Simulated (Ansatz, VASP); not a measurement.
Two plane-wave programs on InSb

```
In Sb
1.0
     3.09798    0.00000    0.00000
     0.00000    3.09798    0.00000
     0.00000    0.00000    6.59839
In Sb
1 1
Direct
  0.00000 0.00000 0.00000
  0.00000 0.00000 0.50000
```

Alike in both runs: task single point; functional LDA; k mesh 16 × 16 × 8; occupations gaussian, width 0.15 eV; no spin polarisation.

```csv
,VASP,Ansatz
version,VASP 6.6.1,Ansatz 0.2.0
potentials or method,"VASP PAW LDA potentials, release 64 (In_d, Sb), cutoff 520 eV","scalar-relativistic, plane waves, PAW"
valence electrons in the cell,18,28
```

|  | VASP | Ansatz | Ansatz less VASP |
| --- | --- | --- | --- |
| gap on the k mesh at the Fermi level (eV) | none | none | - |
| pressure (GPa) | -5.3 | -5.4 | -0.02 |
| traceless stress, the component that is largest in VASP (GPa) | -1.97 | -1.93 | +0.041 |

Ansatz warns that its potentials were made for another functional, while VASP's fit it. LDA's correlation is that of Perdew and Zunger in VASP and of Perdew and Wang (1992) in Ansatz. A gap of «none» marks a metal or a gap that the smearing closes. VASP's potentials hold 18 valence electrons a cell and Ansatz's 28, so a difference there can come from the potentials and not from the codes.

Spin-orbit coupling is off throughout.
